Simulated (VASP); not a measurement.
Here is a VASP 6.6.1 calculation.

File INCAR:

```
PREC = Accurate
ENCUT = 520
EDIFF = 1E-7
ISMEAR = 0
SIGMA = 0.02
LREAL = False
LASPH = True
NELM = 100
ALGO = Normal
ISIF = 2
LWAVE = False
LCHARG = True
GGA = PE
LELF = True
LVHAR = True
NBANDS = 30
```

The input KPOINTS:

```
regular mesh
0
Gamma
  4 4 8
```

The input POSCAR:

```
LiF
1.0
    5.3837565064      0.0000000000      0.0000000000
    0.0000000000      5.3837565064      0.0000000000
    0.0000000000      0.0000000000      2.8213127636
Li F
4 4
Direct
    0.6632934225      0.3367065775      0.2500000000
    0.3367065775      0.6632934225      0.7500000000
    0.1632934225      0.1632934225      0.0000000000
    0.8367065775      0.8367065775      0.5000000000
    0.8311704254      0.1688295746      0.7500000000
    0.1688295746      0.8311704254      0.2500000000
    0.3311704254      0.3311704254      0.5000000000
    0.6688295746      0.6688295746      0.0000000000
```

Potentials or basis: VASP PAW PBE potentials, release 64 (Li_sv, F).

Command:

```console
$ cat potpaw_PBE.64/Li_sv/POTCAR potpaw_PBE.64/F/POTCAR > POTCAR
$ mpirun -np 1 vasp_std > vasp.out
```

Predict the band gap on the k mesh.

7.36 eV, indirect (least direct gap 7.39 eV).

Forces on the atoms (eV/Å):
```
Li  -0.002  0.002  0.000
Li   0.002 -0.002  0.000
Li  -0.002 -0.002  0.000
Li   0.002  0.002  0.000
F    0.002 -0.002  0.000
F   -0.002  0.002  0.000
F    0.002  0.002  0.000
F   -0.002 -0.002  0.000
```

 A k mesh can miss the band edges.
